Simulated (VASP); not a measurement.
# BeH2 in VASP: notebook, part 2 of 2

VASP 6.6.1. Earlier steps stand in the parts before.

### 3 Single point, PBEsol

This run uses another cell than the first one: it holds 3 atoms, not 6.

Contents of INCAR:

```
SYSTEM = BeH2
PREC = Accurate
ENCUT = 600
EDIFF = 1E-6
ISMEAR = -1
SIGMA = 0.03
LREAL = .False.
LASPH = .True.
NELM = 120
ALGO = Normal
ISIF = 2
LWAVE = .False.
LCHARG = .False.
GGA = PS
NBANDS = 9
GGA_COMPAT = .False.
```

Contents of KPOINTS:

```
regular mesh
0
Gamma
  12 12 12
  0 0 0
```

Contents of POSCAR:

```
BeH2
1.0
    0.0000000000      1.9699327570      1.9699327570
    1.9699327570      0.0000000000      1.9699327570
    1.9699327570      1.9699327570      0.0000000000
Be H
1 2
Direct
    0.0000000000      0.0000000000      0.0000000000
    0.2500000000      0.2500000000      0.2500000000
    0.7500000000      0.7500000000      0.7500000000
```

Potentials or basis: VASP PAW PBE potentials, release 64 (Be, H).

Run with:

```sh
cat potpaw_PBE.64/Be/POTCAR potpaw_PBE.64/H/POTCAR > POTCAR
mpirun -np 1 vasp_std > vasp.out
```

OUTCAR:

```text
SYSTEM = BeH2
   PREC = Accurate
   ENCUT = 600
   EDIFF = 1E-6
   ISMEAR = -1
   LREAL = .False.
   LASPH = .True.
   NELM = 120
   ISIF = 2
   GGA = PS

 ion  position               nearest neighbor table
   1  0.000  0.000  0.000-
   2  0.250  0.250  0.250-
   3  0.750  0.750  0.750-

  LATTYP: Found a face centered cubic cell.
 ALAT       =     3.9398655140

  Lattice vectors:

 A1 = (   0.0000000000,   1.9699327570,   1.9699327570)
 A2 = (   1.9699327570,   0.0000000000,   1.9699327570)
 A3 = (   1.9699327570,   1.9699327570,   0.0000000000)

Analysis of symmetry for initial positions (statically):
=====================================================================
 Subroutine PRICEL returns:
 Original cell was already a primitive cell.

 Routine SETGRP: Setting up the symmetry group for a
 face centered cubic supercell.

 Subroutine GETGRP returns: Found 48 space group operations
 (whereof 48 operations were pure point group operations)
 out of a pool of 48 trial point group operations.

[... 163 lines left out ...]

 E-fermi :   5.4443     XC(G=0): -10.2755

 val. band max:        5.4094724553   @ k =   0.2500   0.0833   0.0000
 cond. band min:       5.4887264418   @ k =  -0.4167   0.3333   0.0000
 fundamental gap:      0.0792539866
 Fermi energy:         5.4443310356

 k-point     1 :       0.0000    0.0000    0.0000
  band No.  band energies     occupation
      1      -8.6697      2.00000
      2       9.5056      0.00000
      3      14.8258      0.00000
      4      14.8258      0.00000
      5      14.8258      0.00000
      6      20.3628      0.00000
      7      20.3628      0.00000
      8      20.3628      0.00000
      9      25.3304      0.00000
[... 265 lines left out ...]
 k-point    24 :      -0.4167    0.1667    0.0000
  band No.  band energies     occupation
      1      -2.9528      2.00000
      2      -1.4549      2.00000
      3       9.0886      0.00000
      4      11.5193      0.00000
      5      13.8734      0.00000
      6      17.7614      0.00000
      7      22.1280      0.00000
      8      24.0169      0.00000
      9      27.4082      0.00000

 [... further k-points ...]
[... 5 lines left out ...]
  --------------------------------------------------------------------------------------
  -------------------------------------------------------------------------------------
  Total        0.0164003      0.0164003      0.0164003     -0.0000000     -0.0000000      0.0000000
  in kB        1.7186115      1.7186115      1.7186115     -0.0000000     -0.0000000      0.0000000
  external PRESSURE =       1.7186115 kB  Pullay stress =       0.0000000 kB

 VOLUME and BASIS-vectors are now :
 -----------------------------------------------------------------------------
  energy-cutoff  :      600.00
  volume of cell :       15.29
      direct lattice vectors                 reciprocal lattice vectors
     0.000000000  1.969932757  1.969932757    -0.253815770  0.253815770  0.253815770
     1.969932757  0.000000000  1.969932757     0.253815770 -0.253815770  0.253815770
     1.969932757  1.969932757  0.000000000     0.253815770  0.253815770 -0.253815770

 POSITION                                       TOTAL-FORCE (eV/Angst)
 -----------------------------------------------------------------------------------
      0.00000      0.00000      0.00000         0.000000      0.000000      0.000000
      0.98497      0.98497      0.98497        -0.000000     -0.000000     -0.000000
      2.95490      2.95490      2.95490         0.000000      0.000000     -0.000000
 -----------------------------------------------------------------------------------
    total drift:                                0.000000      0.000000      0.000000

  FREE ENERGIE OF THE ION-ELECTRON SYSTEM (eV)
  ---------------------------------------------------
  free  energy   TOTEN  =        -9.4068629705 eV

  energy  without entropy=       -9.4055739817  energy(sigma->0) =       -9.40621848
```

stdout:

```text
POSCAR found type information on POSCAR BeH
 POSCAR found :  2 types and       3 ions
 scaLAPACK will be used
 -----------------------------------------------------------------------------
|                                                                             |
|                                                                             |
|     You enforced a specific xc type in the INCAR file but a different       |
|     I HOPE YOU KNOW WHAT YOU ARE DOING!                                     |
|                                                                             |
 -----------------------------------------------------------------------------

 LDA part: xc-table for (Slater+PW92), standard interpolation
 POSCAR, INCAR and KPOINTS ok, starting setup
 FFT: planning ... GRIDC
 FFT: planning ... GRID_SOFT
 FFT: planning ... GRID
 WAVECAR not read
 entering main loop
```

It took 4.8 s on 1 thread of Intel Xeon Platinum 8559C (Emerald Rapids), shared host; peak memory 0.14 GiB.

Results:

| Property | Result |
| --- | --- |
| Free energy | -9.4069 eV |
| Pressure | 0.2 GPa |
| Band gap on the k mesh | zero (bands 2 and 3 overlap by 5.19 eV) |

Caveat: the structure was generated, so it needn't be the stable form of BeH2; the PAW data sets were made with another functional, which shifts forces and pressure a little.

### 4 Relaxation of cell and atoms, PBEsol

This run uses another cell than the first one: it holds 3 atoms, not 6.

Contents of INCAR:

```
PREC = Accurate ; ENCUT = 600
EDIFF = 1E-7 ; ISMEAR = -1
SIGMA = 0.03 ; LREAL = F
LASPH = T ; NELM = 120
ALGO = Normal ; ISIF = 3
LWAVE = F ; LCHARG = F
GGA = PS ; IBRION = 2
NSW = 100 ; EDIFFG = -0.01
GGA_COMPAT = F ; NELMIN = 4
```

Contents of KPOINTS:

```
Automatic mesh
0
Gamma
  12 12 12
```

Contents of POSCAR:

```
BeH2
1.0
    0.0000000000      1.5514653659      1.5514653659
    1.5514653659      0.0000000000      1.5514653659
    1.5514653659      1.5514653659      0.0000000000
Be H
1 2
Direct
    0.0000000000      0.0000000000      0.0000000000
    0.2500000000      0.2500000000      0.2500000000
    0.7500000000      0.7500000000      0.7500000000
```

Run with:

```sh
cat potpaw_PBE.64/Be/POTCAR potpaw_PBE.64/H/POTCAR > POTCAR
mpirun -np 1 vasp_std > vasp.out
```

It took 9.7 s on 1 thread of Intel Xeon Platinum 8559C (Emerald Rapids), shared host; peak memory 0.11 GiB.

Results (log left out):

```yaml
Free_energy: -9.3667 eV
Relaxed_volume: 5.03 Å³/atom
Relaxed_cell: a = 2.774 Å, b = 2.774 Å, c = 2.774 Å, α = 60.00°, β = 60.00°, γ = 60.00°
Space_group_after_relaxing_to_0.1_Å: Fm-3m (No. 225)
Energy_gained_by_relaxing: 1035.4 meV/atom
Ionic_steps: 6
Pressure_after_relaxing: 0.1 GPa
Band_gap_on_the_k_mesh: zero (bands 2 and 3 overlap by 5.27 eV)
```

Step by step:
```csv
step,energy change (eV),largest force (eV/Å),pressure (GPa),volume (Å³)
1,0.0000,0.0000,216.45,7.47
2,-2.7736,0.0000,37.97,11.73
3,-3.0600,0.0000,11.30,13.69
4,-2.9454,0.0000,-14.34,18.27
5,-3.1057,0.0000,-1.18,15.29
6,-3.1063,0.0000,0.08,15.10
```

Final structure:
```
Be H
1.0
     0.00000    1.96160    1.96160
     1.96160    0.00000    1.96160
     1.96160    1.96160    0.00000
Be H
1 2
Direct
  0.00000 0.00000 0.00000
  0.25000 0.25000 0.25000
  0.75000 0.75000 0.75000
```

Levels at points of the mesh, in eV from the Fermi level:
| k point | band 1 | band 2 | band 3 | band 4 | band 5 | band 6 |
| --- | --- | --- | --- | --- | --- | --- |
| (0.00, 0.00, 0.00) | -14.23 | 4.13 | 9.47 | 9.47 | 9.47 | 15.02 |
| (0.50, 0.00, 0.00) | -8.77 | -7.57 | 7.28 | 7.28 | 10.69 | 10.90 |
| (0.50, 0.50, 0.00) | -8.61 | -1.21 | -1.14 | 2.98 | 2.98 | 10.60 |

Caveat: the volume moved by over 15 % at a fixed basis, so the end points are rough; the structure was generated, so it needn't be the stable form of BeH2; the PAW data sets were made with another functional, which shifts forces and pressure a little.

### 5 The runs side by side

```tsv
task	cell	k mesh	smearing	gap on the mesh (eV)	pressure (GPa)	relaxed volume (Å³/atom)
relaxation of cell and atoms	relaxed from a = 2.759, b = 5.514, c = 2.777 Å, angles 61.4, 60.5, 61.1°, 6 atoms, atomic positions A	8 × 8 × 8	fermi-dirac 0.05 eV	3.67	0.0	5.84
single point	a = 2.786 Å, angles 60.0°, 3 atoms, atomic positions B	12 × 12 × 12	fermi-dirac 0.03 eV	none	0.2	-
relaxation of cell and atoms	relaxed from a = 2.194 Å, angles 60.0°, 3 atoms, atomic positions B	12 × 12 × 12	fermi-dirac 0.03 eV	none	0.1	5.03
```

Alike in all rows: level PBEsol; potentials or basis VASP PAW PBE potentials, release 64 (Be, H); no spin polarisation; cutoff (eV) 600.

Caveats: the structure was generated, so it needn't be the stable form of BeH2; the PAW data sets were made with another functional, which shifts forces and pressure a little; a cell axis changed by over 15 % at a fixed basis, so the end point is rough (at least some runs); the volume moved by over 15 % at a fixed basis, so the end points are rough (at least some runs).

Total energies depend on the potentials used, so only differences within one code and one set of settings carry meaning.

The gap in the log of VASP goes by the Fermi energy; the results here count the filled bands.